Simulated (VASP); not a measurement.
# Cs2KMoP6 (Fm-3m) in VASP: single point with PBE

Aim: the single point of Cs2KMoP6 with PBE.

Program: VASP 6.6.1. These are calculated values, not measurements. Logs are shortened: lines on timing, memory, paths and dates and some standing lists are left out, and cuts for length are marked.

## (1) The cell of the first run

Symmetry: Fm-3m, No. 225, cubic system. Conventional cell: a = 9.506 Å, b = 9.506 Å, c = 9.506 Å, α = 90.00°, β = 90.00°, γ = 90.00°. Mo (site symmetry m-3m) has 6 P at 2.16 Å within 2.9 Å. K (site symmetry m-3m) has 6 P at 2.60 Å within 3.4 Å. Within 4.4 Å of Cs (site symmetry -43m) lie 12 P at 3.37 Å and 4 Mo at 4.12 Å and 4 K at 4.12 Å. P (site symmetry 4mm) has 1 Mo at 2.16 Å and 1 K at 2.60 Å within 2.9 Å.

## (2) Single point, PBE

Contents of INCAR:

```
SYSTEM = Cs2KMoP6
PREC = Accurate
ENCUT = 520
EDIFF = 1E-6
ISMEAR = -1
SIGMA = 0.1
LREAL = .FALSE.
LASPH = .TRUE.
NELM = 100
ALGO = Normal
ISIF = 2
LWAVE = .FALSE.
LCHARG = .FALSE.
GGA = PE
NBANDS = 46
```

Contents of KPOINTS:

```
regular mesh
0
G
  4 4 4
  0 0 0
```

Contents of POSCAR:

```
Cs2KMoP6
1.0
    0.0000000000      4.7531980000      4.7531980000
    4.7531980000      0.0000000000      4.7531980000
    4.7531980000      4.7531980000      0.0000000000
Mo K Cs P
1 1 2 6
Direct
    0.0000000000      0.0000000000      0.0000000000
    0.5000000000      0.5000000000      0.5000000000
    0.2500000000      0.2500000000      0.2500000000
    0.7500000000      0.7500000000      0.7500000000
    0.7730000000      0.2270000000      0.2270000000
    0.2270000000      0.7730000000      0.2270000000
    0.2270000000      0.7730000000      0.7730000000
    0.7730000000      0.2270000000      0.7730000000
    0.2270000000      0.2270000000      0.7730000000
    0.7730000000      0.7730000000      0.2270000000
```

Potentials or basis: VASP PAW PBE potentials, release 64 (Mo_sv, K_sv, Cs_sv, P).

Launch:

```
cat potpaw_PBE.64/Mo_sv/POTCAR potpaw_PBE.64/K_sv/POTCAR potpaw_PBE.64/Cs_sv/POTCAR potpaw_PBE.64/P/POTCAR > POTCAR
mpirun -np 1 vasp_std > vasp.out
```

OUTCAR:

```text
SYSTEM = Cs2KMoP6
   PREC = Accurate
   ENCUT = 520
   EDIFF = 1E-6
   ISMEAR = -1
   LREAL = .FALSE.
   LASPH = .TRUE.
   NELM = 100
   ISIF = 2
   GGA = PE

 ion  position               nearest neighbor table
   1  0.000  0.000  0.000-   5 2.16   6 2.16   7 2.16   8 2.16   9 2.16  10 2.16
   2  0.500  0.500  0.500-   5 2.60   6 2.60   7 2.60   8 2.60   9 2.60  10 2.60
   3  0.250  0.250  0.250-
   4  0.750  0.750  0.750-
   5  0.773  0.227  0.227-   1 2.16   2 2.60
   6  0.227  0.773  0.227-   1 2.16   2 2.60
   7  0.227  0.773  0.773-   1 2.16   2 2.60
   8  0.773  0.227  0.773-   1 2.16   2 2.60
   9  0.227  0.227  0.773-   1 2.16   2 2.60
  10  0.773  0.773  0.227-   1 2.16   2 2.60

  LATTYP: Found a face centered cubic cell.
 ALAT       =     9.5063960000

  Lattice vectors:

 A1 = (   0.0000000000,   4.7531980000,   4.7531980000)
 A2 = (   4.7531980000,   0.0000000000,   4.7531980000)
 A3 = (   4.7531980000,   4.7531980000,   0.0000000000)

Analysis of symmetry for initial positions (statically):
=====================================================================
 Subroutine PRICEL returns:
 Original cell was already a primitive cell.

 Routine SETGRP: Setting up the symmetry group for a
 face centered cubic supercell.

 Subroutine GETGRP returns: Found 48 space group operations
 (whereof 48 operations were pure point group operations)
 out of a pool of 48 trial point group operations.

The static configuration has the point symmetry O_h .

Analysis of symmetry for dynamics (positions and initial velocities):
=====================================================================
 Subroutine PRICEL returns:
 Original cell was already a primitive cell.

 Routine SETGRP: Setting up the symmetry group for a
 face centered cubic supercell.

 Subroutine GETGRP returns: Found 48 space group operations
 (whereof 48 operations were pure point group operations)
 out of a pool of 48 trial point group operations.

The dynamic configuration has the point symmetry O_h .

 Subroutine INISYM returns: Found 48 space group operations
 (whereof 48 operations are pure point group operations),
 and found     1 'primitive' translations

----------------------------------------------------------------------------------------
[... 97 lines left out ...]
   NFREE  =      0    steps in history (QN), initial steepest desc. (CG)
   ISIF   =      2    stress and relaxation
   ISYM   =      2    0-nonsym 1-usesym 2-fastsym
   POTIM  = 0.5000    time-step for ionic-motion
   TEBEG  =    0.0;   TEEND  =   0.0 temperature during run
   PSTRESS=    0.0 pullay stress
   NELECT =      71.0000    total number of electrons
   NUPDOWN=      -1.0000    fix difference up-down
   EMIN   =  10.00;   EMAX   =-10.00  energy-range for DOS
   EFERMI =   0.00;   METHOD = LEGACY
   ISMEAR =    -1;   SIGMA  =   0.10  broadening in eV -4-tet -1-fermi 0-gaus
   EFERMI_NEDOS =   21; number of points for ismear=-14 and -15
   IALGO  =     38    algorithm
   IMIX   =      4    mixing-type and parameters
     AMIX     =   0.40;   BMIX     =  1.00
     AMIX_MAG =   1.60;   BMIX_MAG =  1.00
  volume/ion in A,a.u.               =      21.48       144.94
  Fermi-wavevector in a.u.,A,eV,Ry     =   1.131962  2.139097 17.433650  1.281337
  Thomas-Fermi vector in A             =   2.268662
   LORBIT       =      0    0 simple, 1 ext, 2 COOP (PROOUT), +10 PAW based schemes
   GGA     = PE    functional components
   LHFCALC =     F    Hartree Fock is set to
   AEXX    =    0.0000 exact exchange contribution
   IVDW    =     0    specifies the selected vdW correction
   LEPSILON=     F    determine dielectric tensor
   LRPA    =     F    only Hartree local field effects (RPA)
 non-spin polarized calculation
  energy-cutoff  :      520.00
  volume of cell :      214.78
 maximum number of plane-waves:      5822
 NGX is ok and might be reduce to    50
   NGX = 25   NGY = 25   NGZ = 25

 number of electron      71.0000000 magnetization

 Free energy of the ion-electron system (eV)
  ---------------------------------------------------
  ext. energy  EPLUGINS =         0.00000000
  ---------------------------------------------------
  free energy    TOTEN  =       -36.82471191 eV

  energy without entropy =      -36.55361407  energy(sigma->0) =      -36.68916299

 E-fermi :   5.3279     XC(G=0): -10.1423

 val. band max:        5.2302785421   @ k =  -0.2500   0.2500   0.0000
 cond. band min:       5.3281944706   @ k =  -0.2500   0.2500   0.0000
 fundamental gap:      0.0979159285
 Fermi energy:         5.3279456556

 k-point     1 :       0.0000    0.0000    0.0000
  band No.  band energies     occupation
      1     -55.6897      2.00000
      2     -30.1380      2.00000
      3     -30.1380      2.00000
      4     -30.1380      2.00000
      5     -23.7900      2.00000
      6     -15.7238      2.00000
[... 381 lines left out ...]
     45      10.9927      0.00000
     46      10.9937      0.00000

------------------------ aborting loop because EDIFF is reached ----------------------------------------

  FORCE on cell =-STRESS in cart. coord.  units (eV):
  Direction    XX          YY          ZZ          XY          YZ          ZX
  --------------------------------------------------------------------------------------
  -------------------------------------------------------------------------------------
  Total       32.8110914     32.8110914     32.8110914      0.0000000     -0.0000000     -0.0000000
  in kB      244.7617479    244.7617479    244.7617479      0.0000000     -0.0000000     -0.0000000
  external PRESSURE =     244.7617479 kB  Pullay stress =       0.0000000 kB

 VOLUME and BASIS-vectors are now :
 -----------------------------------------------------------------------------
  energy-cutoff  :      520.00
  volume of cell :      214.78
      direct lattice vectors                 reciprocal lattice vectors
     0.000000000  4.753198000  4.753198000    -0.105192336  0.105192336  0.105192336
     4.753198000  0.000000000  4.753198000     0.105192336 -0.105192336  0.105192336
     4.753198000  4.753198000  0.000000000     0.105192336  0.105192336 -0.105192336

 POSITION                                       TOTAL-FORCE (eV/Angst)
 -----------------------------------------------------------------------------------
      0.00000      0.00000      0.00000        -0.000000     -0.000000     -0.000000
      4.75320      4.75320      4.75320        -0.000000     -0.000000     -0.000000
      2.37660      2.37660      2.37660        -0.000000      0.000000      0.000000
      7.12980      7.12980      7.12980        -0.000000     -0.000000     -0.000000
      2.15795      4.75320      4.75320         2.190071     -0.000000      0.000000
      4.75320      2.15795      4.75320        -0.000000      2.190071      0.000000
      7.34844      4.75320      4.75320        -2.190071     -0.000000      0.000000
      4.75320      7.34844      4.75320        -0.000000     -2.190071      0.000000
      4.75320      4.75320      2.15795        -0.000000     -0.000000      2.190071
      4.75320      4.75320      7.34844        -0.000000     -0.000000     -2.190071
 -----------------------------------------------------------------------------------
    total drift:                                0.000000     -0.000000     -0.000000

  FREE ENERGIE OF THE ION-ELECTRON SYSTEM (eV)
  ---------------------------------------------------
  free  energy   TOTEN  =       -36.8247119090 eV

  energy  without entropy=      -36.5536140720  energy(sigma->0) =      -36.68916299
```

OSZICAR:

```text
N       E                     dE             d eps       ncg     rms          rms(c)
DAV:   1     0.504657480151E+03    0.50466E+03   -0.32162E+04   744   0.138E+03
DAV:   2     0.325204955247E+00   -0.50433E+03   -0.48730E+03   882   0.322E+02
DAV:   3    -0.369197267028E+02   -0.37245E+02   -0.36155E+02  1008   0.803E+01
DAV:   4    -0.380733199838E+02   -0.11536E+01   -0.11503E+01  1058   0.125E+01
DAV:   5    -0.381019104078E+02   -0.28590E-01   -0.28579E-01  1016   0.150E+00    0.429E+01
DAV:   6    -0.371162243483E+02    0.98569E+00   -0.28974E+00   830   0.795E+00    0.169E+01
DAV:   7    -0.370815698617E+02    0.34654E-01   -0.24180E+00   856   0.710E+00    0.104E+01
DAV:   8    -0.368231527409E+02    0.25842E+00   -0.88858E-01   796   0.477E+00    0.247E+00
DAV:   9    -0.368272032332E+02   -0.40505E-02   -0.70370E-02   848   0.102E+00    0.105E+00
DAV:  10    -0.368245850705E+02    0.26182E-02   -0.14788E-02   816   0.536E-01    0.276E-01
DAV:  11    -0.368246917175E+02   -0.10665E-03   -0.19020E-03   832   0.190E-01    0.621E-02
DAV:  12    -0.368246917940E+02   -0.76505E-07   -0.10810E-04  1014   0.468E-02    0.521E-02
DAV:  13    -0.368247113060E+02   -0.19512E-04   -0.47397E-05   872   0.310E-02    0.253E-02
DAV:  14    -0.368247119090E+02   -0.60302E-06   -0.48078E-06   770   0.107E-02
   1 F= -.36824712E+02 E0= -.36689163E+02  d E =-.271098E+00
```

stdout:

```text
POSCAR found type information on POSCAR MoK CsP
 POSCAR found :  4 types and      10 ions
 scaLAPACK will be used
 LDA part: xc-table for (Slater+PW92), standard interpolation
 POSCAR, INCAR and KPOINTS ok, starting setup
 FFT: planning ... GRIDC
 FFT: planning ... GRID_SOFT
 FFT: planning ... GRID
 WAVECAR not read
 entering main loop
```

Wall time 1.9 min (1 thread of Intel Xeon Platinum 8259CL at 2.50GHz (Skylake/Cascade Lake), shared host); peak memory 0.38 GiB.

Results:

| Item | Value |
| --- | --- |
| Free energy | -36.8247 eV |
| Pressure | 24.5 GPa |
| Largest force | 2.190 eV/Å |
| Band gap on the k mesh | zero (an odd number of electrons rules out a gap without spin polarisation) |

Forces in eV/Å, atoms in the order of the input:
```
Mo   0.000  0.000  0.000
K    0.000  0.000  0.000
Cs   0.000  0.000  0.000
Cs   0.000  0.000  0.000
P    2.190  0.000  0.000
P    0.000  2.190  0.000
P   -2.190  0.000  0.000
P    0.000 -2.190  0.000
P    0.000  0.000  2.190
P    0.000  0.000 -2.190
```

Levels at points of the mesh, in eV from the Fermi level:
| k point | band 33 | band 34 | band 35 | band 36 | band 37 | band 38 |
| --- | --- | --- | --- | --- | --- | --- |
| (0.00, 0.00, 0.00) | -0.53 | -0.53 | 0.66 | 0.66 | 0.66 | 1.68 |
| (0.50, 0.00, 0.00) | -1.62 | -0.84 | -0.11 | 0.40 | 0.40 | 0.87 |
| (0.50, 0.50, 0.00) | -0.68 | -0.68 | -0.63 | -0.63 | -0.21 | -0.12 |

Caveat: the cell stands under pressure; spin-orbit coupling is left out, which moves the levels of the heavy elements; forces of over 1 eV/Å act on the atoms, so gaps and moduli don't describe the material at rest.

The gap in the log of VASP goes by the Fermi energy; the results here count the filled bands.